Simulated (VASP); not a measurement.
Runs of VASP 6.6.1 on Ge. The structure is that of space group I4_1/amd (No. 141), or close to it. The cells are those of the table. 

```csv
cell,gap on the mesh (eV),pressure (GPa)
"a = 3.957, b = 3.957, c = 6.015 Å, 4 atoms",none,-2.0
"a = 3.772, b = 3.772, c = 5.939 Å, 4 atoms",none,(a)
"a = 3.772, b = 3.772, c = 5.879 Å, 4 atoms",none,7.1
"a = 3.953, b = 3.953, c = 6.015 Å, 4 atoms",none,-1.8
```

Alike in all rows: task single point; level PBEsol; potentials or basis VASP PAW PBE potentials, release 64 (Ge_d); no spin polarisation; k mesh 14 × 14 × 10; cutoff (eV) 520; smearing gaussian 0.1 eV.

Problem. Fill in the values left out.

Solution. (a) 6.1.

Caveats: semilocal functionals underestimate gaps, and a narrow one can read as zero; the PAW data sets were made with another functional, which shifts forces and pressure a little; the stress differs along the axes, from -6 to -0 GPa (at least some runs); the stress differs along the axes, from -0 to 9 GPa (at least some runs); the stress differs along the axes, from 1 to 10 GPa (at least some runs); the stress differs along the axes, from -6 to 0 GPa (at least some runs).

A k mesh can miss the band edges, and the runs leave out spin-orbit coupling on Ge.

A gap of «none» marks levels without a gap at the run's occupations.
